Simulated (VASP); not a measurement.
The system is Pd.

```
Pd
1.0
     0.00000    1.94650    1.94650
     1.94650    0.00000    1.94650
     1.94650    1.94650    0.00000
Pd
1
Direct
  0.00000 0.00000 0.00000
```

| Quantity | Value |
| --- | --- |
| Program | VASP 6.6.1 |
| Task | relaxation of volume and atoms at fixed shape |
| Functional | PBEsol |
| Potentials or basis | VASP PAW PBE potentials, release 64 (Pd) |
| Cutoff | 600 eV |
| k mesh | 19 × 19 × 19 |
| Occupations | methfessel-paxton, width 0.05 eV |
| Spin | no spin polarisation |

At the start: pressure -3.0 GPa; volume 14.75 Å³/atom.

**Question.** Where does the relaxation end?

**Answer.** Over 3 steps the energy falls by 2.1 meV/atom and the volume is 14.53 Å³/atom (-1.5 %); space group Fm-3m (No. 225, to 0.05 Å).

Step by step:
```
step  energy change (eV)  largest force (eV/Å)  pressure (GPa)  volume (Å³)
   1              0.0000                0.0000           -3.00        14.75
   2              0.0038                0.0000            5.51        14.17
   3             -0.0021                0.0000           -0.04        14.53
```

Final structure:
```
CELL_PARAMETERS angstrom
0.00000 1.93663 1.93663
1.93663 0.00000 1.93663
1.93663 1.93663 0.00000
ATOMIC_POSITIONS crystal
Pd 0.00000 0.00000 0.00000
```

Caveat: the PAW data sets were made with another functional, which shifts forces and pressure a little.
